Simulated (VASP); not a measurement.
Wanted: the native input for a VASP 6.6.1 run.

- Task: single point
- Functional: r2SCAN
- Potentials or basis: VASP PAW PBE potentials, release 64 (Mg_sv, B)
- Cutoff: 660 eV
- k mesh: 10 × 10 × 8
- Occupations: fermi-dirac, width 0.05 eV
- Spin: no spin polarisation
- Dipole correction: no
- Second run: valence_matched
- Further INCAR settings: ALGO = Normal; EDIFF = 1e-06; NBANDS = 15

MgB2:

```
Mg B
1.0
     3.10543    0.00000    0.00000
    -1.55272    2.68938    0.00000
     0.00000    0.00000    3.54633
Mg B
1 2
Direct
  0.00000 0.00000 0.00000
  0.66667 0.33333 0.50000
  0.33333 0.66667 0.50000
```

One way to write it, as run:

POSCAR

```
MgB2
1.0
    3.1054310590      0.0000000000      0.0000000000
   -1.5527155295      2.6893821868      0.0000000000
    0.0000000000      0.0000000000      3.5463318058
Mg B
1 2
Direct
    0.0000000000      0.0000000000      0.0000000000
    0.6666666667      0.3333333333      0.5000000000
    0.3333333333      0.6666666667      0.5000000000
```

INCAR.step1

```
PREC = Accurate
ENCUT = 660
ISMEAR = -1
SIGMA = 0.05
LREAL = F
LASPH = T
NELM = 120
NBANDS = 15
GGA = PE
ALGO = Normal
EDIFF = 1E-5
LWAVE = T
LCHARG = F
GGA_COMPAT = F
```

INCAR.step2

```
PREC = Accurate
ENCUT = 660
EDIFF = 1E-6
ISMEAR = -1
SIGMA = 0.05
LREAL = F
LASPH = T
NELM = 120
ALGO = Normal
ISIF = 2
LWAVE = F
LCHARG = F
METAGGA = R2SCAN
LMIXTAU = T
NBANDS = 15
ISTART = 1
GGA_COMPAT = F
```

KPOINTS

```
regular mesh
0
Gamma
  10 10 8
```

Potentials or basis: VASP PAW PBE potentials, release 64 (Mg_sv, B).

Command:

```console
$ cat potpaw_PBE.64/Mg_sv/POTCAR potpaw_PBE.64/B/POTCAR > POTCAR
$ cp INCAR.step1 INCAR
$ mpirun -np 1 vasp_std > vasp.out
$ cp INCAR.step2 INCAR
$ mpirun -np 1 vasp_std > vasp.out
```

It gave:

| Quantity | Value |
| --- | --- |
| Pressure | -5.3 GPa |
| Band gap on the k mesh | zero (band 8 reaches 6.15 eV, above the bottom of band 9 at 3.64 eV) |

Caveat: the PAW data sets were made with another functional, which shifts forces and pressure a little.

Wall time 5.7 min on 1 thread of AMD EPYC 7571, with other jobs on the host, peak memory 0.16 GiB.
